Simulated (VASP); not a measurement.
O: single point with PBE

O:

```
CELL_PARAMETERS angstrom
1.42335 0.82177 3.40830
-1.42335 0.82177 3.40830
0.00000 -1.64354 3.40830
ATOMIC_POSITIONS crystal
O 0.05770 0.05770 0.05770
O 0.94230 0.94230 0.94230
```

```yaml
Program: VASP 6.6.1
Task: single point
Functional: PBE
Potentials_or_basis: VASP PAW PBE potentials, release 64 (O)
Cutoff: 600 eV
k_mesh: 6 × 6 × 6
Occupations: gaussian, width 0.1 eV
Spin: no spin polarisation
```

* Pressure: 9.1 GPa
* Largest force: 4.279 eV/Å
* Band gap on the k mesh: zero (band 6 reaches 1.23 eV, above the bottom of band 7 at 0.12 eV)

Forces in eV/Å, atoms in the order of the input:
```
O    0.000  0.000  4.279
O    0.000  0.000 -4.279
```

Stress tensor (GPa, compression positive):
```
-6.22  0.00  0.00
 0.00 -6.22  0.00
 0.00  0.00 39.83
```

Levels at points of the mesh, in eV from the Fermi level:
```tsv
k point	band 3	band 4	band 5	band 6	band 7	band 8	band 9	band 10
(0.00, 0.00, 0.00)	-9.18	-6.62	-6.62	0.53	0.53	8.27	11.69	15.00
(0.50, 0.00, 0.00)	-8.89	-7.92	-7.00	-0.76	0.04	10.58	12.67	13.29
(0.50, 0.50, 0.00)	-8.69	-7.30	-7.20	-1.37	0.57	10.09	11.76	15.30
(0.50, 0.50, 0.50)	-7.12	-6.72	-6.72	0.77	0.77	7.99	8.57	13.73
```

Wall time 12 s on 1 thread of AMD EPYC 7R43 64-Core Processor (Zen 3), with other jobs on the host, peak memory 0.12 GiB.

Caveat: the k points lie up to 0.44 Å⁻¹ apart; the standard files for N, O and F lose accuracy on very short bonds; spin is off for a triplet molecule; forces of over 1 eV/Å act on the atoms, so gaps and moduli don't describe the material at rest.
